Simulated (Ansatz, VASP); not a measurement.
## Two plane-wave programs on Bi

INCAR

```
PREC = Accurate ; ENCUT = 520
EDIFF = 1E-6 ; ISMEAR = 0
SIGMA = 0.02 ; LREAL = False
LASPH = True ; NELM = 60
ALGO = Normal ; ISIF = 2
LWAVE = False ; LCHARG = False
GGA = PE ; NBANDS = 38
```

The input KPOINTS:

```
Automatic mesh
0
Gamma
  4 4 4
```

File POSCAR:

```
Bi
1.0
    6.8689941813      0.0000000000      0.0000000000
    0.0000000000      6.8689941813      0.0000000000
    0.0000000000      0.0000000000      8.9913050482
Bi
4
Direct
    0.9042752000      0.9042752000      0.0000000000
    0.5957248000      0.4042752000      0.5000000000
    0.0957248000      0.0957248000      0.0000000000
    0.4042752000      0.5957248000      0.5000000000
```

Input for Ansatz:

```yaml
crystal:
  lattice:
    - [6.8689941813, 0.0, 0.0]
    - [0.0, 6.8689941813, 0.0]
    - [0.0, 0.0, 8.9913050482]
  atoms:
    - { symbol: Bi, position: [0.9042752, 0.9042752, 0.0] }
    - { symbol: Bi, position: [0.5957248, 0.4042752, 0.5] }
    - { symbol: Bi, position: [0.0957248, 0.0957248, 0.0] }
    - { symbol: Bi, position: [0.4042752, 0.5957248, 0.5] }
basis:
  ecutwfc: 420
kpoints:
  mp_grid: { grid: [4, 4, 4] }
hamiltonian:
  xc: pbe
scf:
  occupations: { method: gaussian, width: 0.02 }
output:
  forces: true
  stress: true
  eigenvalues: true
```

Alike in both runs: task single point; functional PBE; k mesh 4 × 4 × 4; occupations gaussian, width 0.02 eV; no spin polarisation.

|  | VASP | Ansatz |
| --- | --- | --- |
| version | VASP 6.6.1 | Ansatz 0.2.0 |
| potentials or method | VASP PAW PBE potentials, release 64 (Bi_d), cutoff 520 eV | scalar-relativistic, plane waves, PAW |
| valence electrons in the cell | 60 | 60 |

|  | VASP | Ansatz | Ansatz less VASP |
| --- | --- | --- | --- |
| gap on the k mesh at the Fermi level (eV) | 2.00 | 2.13 | +0.125 |
| least direct gap on the mesh (eV) | 2.13 | 2.26 | +0.122 |
| pressure (GPa) | 26.3 | 26.9 | +0.65 |
| traceless stress, the component that is largest in VASP (GPa) | -26.39 | -27.00 | -0.615 |
| rms of the force components (eV/Å) | 32.539 | 33.299 | +0.7607 |

Atom by atom the forces differ by 0.761 eV/Å (rms over components).

Spin-orbit coupling is off throughout.
